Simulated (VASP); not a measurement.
A run of VASP 6.6.1:

POSCAR

```
BaO
1.0
    0.0000000000      2.7795423757      2.7795423757
    2.7795423757      0.0000000000      2.7795423757
    2.7795423757      2.7795423757      0.0000000000
Ba O
1 1
Direct
    0.5000000000      0.5000000000      0.5000000000
    0.0000000000      0.0000000000      0.0000000000
```

Contents of INCAR.step1:

```
SYSTEM = BaO
PREC     = Accurate       ! precision mode
ENCUT    = 660            ! plane-wave cutoff, eV
ISMEAR   = 0              ! smearing method
SIGMA    = 0.05           ! smearing width, eV
LREAL    = .FALSE.        ! projectors in reciprocal space
LASPH    = .TRUE.         ! aspherical terms in the spheres
NELM     = 120            ! most SCF steps
NBANDS   = 15             ! bands
GGA      = PE             ! functional
ALGO     = Normal         ! electronic algorithm
EDIFF    = 1E-5           ! SCF threshold, eV
LWAVE    = .TRUE.         ! write WAVECAR
LCHARG   = .FALSE.        ! write CHGCAR
GGA_COMPAT= .FALSE.
```

File INCAR.step2:

```
SYSTEM = BaO
PREC     = Accurate       ! precision mode
ENCUT    = 660            ! plane-wave cutoff, eV
EDIFF    = 1E-6           ! SCF threshold, eV
ISMEAR   = 0              ! smearing method
SIGMA    = 0.05           ! smearing width, eV
LREAL    = .FALSE.        ! projectors in reciprocal space
LASPH    = .TRUE.         ! aspherical terms in the spheres
NELM     = 120            ! most SCF steps
ALGO     = Normal         ! electronic algorithm
ISIF     = 2              ! what is computed and relaxed
LWAVE    = .FALSE.        ! write WAVECAR
LCHARG   = .TRUE.         ! write CHGCAR
METAGGA  = R2SCAN         ! meta-GGA
LMIXTAU  = .TRUE.       
LELF     = .TRUE.         ! ELF
LVHAR    = .TRUE.       
NBANDS   = 15             ! bands
ISTART   = 1            
GGA_COMPAT= .FALSE.
```

The input KPOINTS:

```
Automatic mesh
0
G
  8 8 8
  0 0 0
```

Potentials or basis: VASP PAW PBE potentials, release 64 (Ba_sv, O).

The run is started by

```sh
$ cat potpaw_PBE.64/Ba_sv/POTCAR potpaw_PBE.64/O/POTCAR > POTCAR
$ cp INCAR.step1 INCAR
$ mpirun -np 1 vasp_std > vasp.out
$ cp INCAR.step2 INCAR
$ mpirun -np 1 vasp_std > vasp.out
```

Hardware: 1 thread of Intel(R) Xeon(R) 6975P-C (Granite Rapids), on a shared host.

**Question.** Estimate the wall time of this run.

**Answer.** Run time: 59 s on 1 thread of Intel(R) Xeon(R) 6975P-C (Granite Rapids), with other jobs on the host, peak memory 0.22 GiB. Counts: k points 29.
